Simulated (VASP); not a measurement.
Here is a VASP 6.6.1 calculation.

File INCAR:

```
PREC = Accurate
ENCUT = 500
EDIFF = 1E-6
ISMEAR = 0
SIGMA = 0.01
LREAL = False
LASPH = True
NELM = 120
ALGO = Normal
ISIF = 2
LWAVE = False
LCHARG = False
GGA = PE
NBANDS = 10
GGA_COMPAT = False
```

KPOINTS

```
regular mesh
0
Gamma
  4 4 4
```

Contents of POSCAR:

```
H
1.0
    2.5767796859     -2.4722474266      0.0000000000
    2.5767796859      2.4722474266      0.0000000000
    0.0000000000      0.0000000000      4.6915919466
H
4
Direct
    0.9500153652      0.0499846348      0.0571770718
    0.4500153652      0.5499846348      0.4428229282
    0.5499846348      0.4500153652      0.5571770718
    0.0499846348      0.9500153652      0.9428229282
```

Potentials or basis: VASP PAW PBE potentials, release 64 (H).

Run with:

```bash
$ cat potpaw_PBE.64/H/POTCAR > POTCAR
$ mpirun -np 1 vasp_std > vasp.out
```

Predict the pressure.

0.8 GPa.

What does it give for the largest force?

0.774 eV/Å.

What does it give for the band gap on the k mesh?

9.60 eV, indirect (least direct gap 10.01 eV).

Stress tensor (GPa, compression positive):
```
-0.16  0.00  0.00
 0.00  1.18  0.00
 0.00  0.00  1.44
```

Caveat: the k points lie up to 0.44 Å⁻¹ apart. A k mesh can miss the band edges.
